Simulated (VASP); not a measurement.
Wanted: the native input for a VASP 6.6.1 run.

* Task: single point
* Functional: PBE
* Potentials or basis: VASP PAW PBE potentials, release 64 (Hf_pv, Ta_pv)
* Cutoff: 520 eV
* k mesh: 4 × 4 × 4
* Occupations: gaussian, width 0.1 eV
* Spin: no spin polarisation
* Dipole correction: no
* Further INCAR settings: ALGO = Fast; EDIFF = 1e-07; NBANDS = 34

The structure of Hf4Ta lies in POSCAR:

```
Hf4Ta
1.0
    4.6364513800      0.0000000000      0.0000000000
    0.0000000000      4.7948993800      0.0000000000
    0.0000000000      0.0000000000      5.1336204700
Hf Ta
4 1
Direct
    0.2473414100      0.2772370800      0.0000000000
    0.2473414100      0.7227629200      0.0000000000
    0.7526585900      0.7227629200      0.0000000000
    0.7526585900      0.2772370800      0.0000000000
    0.5000000000      0.5000000000      0.5000000000
```

The cell was built from a structure type or drawn by symmetry, and may not be a known phase.

One way to write it, as run:

INCAR

```
SYSTEM = Hf4Ta
  PREC = Accurate
  ENCUT = 520
  EDIFF = 1E-7
  ISMEAR = 0
  SIGMA = 0.1
  LREAL = .FALSE.
  LASPH = .TRUE.
  NELM = 80
  ALGO = Fast
  ISIF = 2
  LWAVE = .FALSE.
  LCHARG = .FALSE.
  GGA = PE
  NBANDS = 34
```

KPOINTS

```
Automatic mesh
0
G
  4 4 4
  0 0 0
```

Potentials or basis: VASP PAW PBE potentials, release 64 (Hf_pv, Ta_pv).

Launch:

```console
$ cat potpaw_PBE.64/Hf_pv/POTCAR potpaw_PBE.64/Ta_pv/POTCAR > POTCAR
$ mpirun -np 1 vasp_std > vasp.out
```

It gave:

| Quantity | Value |
| --- | --- |
| Pressure | 44.9 GPa |
| Largest force | 8.542 eV/Å |
| Band gap on the k mesh | zero (an odd number of electrons rules out a gap without spin polarisation) |

Caveat: the cell stands under pressure; spin-orbit coupling is left out, which moves the levels of the heavy elements; forces of over 1 eV/Å act on the atoms, so gaps and moduli don't describe the material at rest.

It took 3.6 min on 1 thread of Oxide Virtual Turin-like Processor (shared host), peak memory 0.23 GiB.
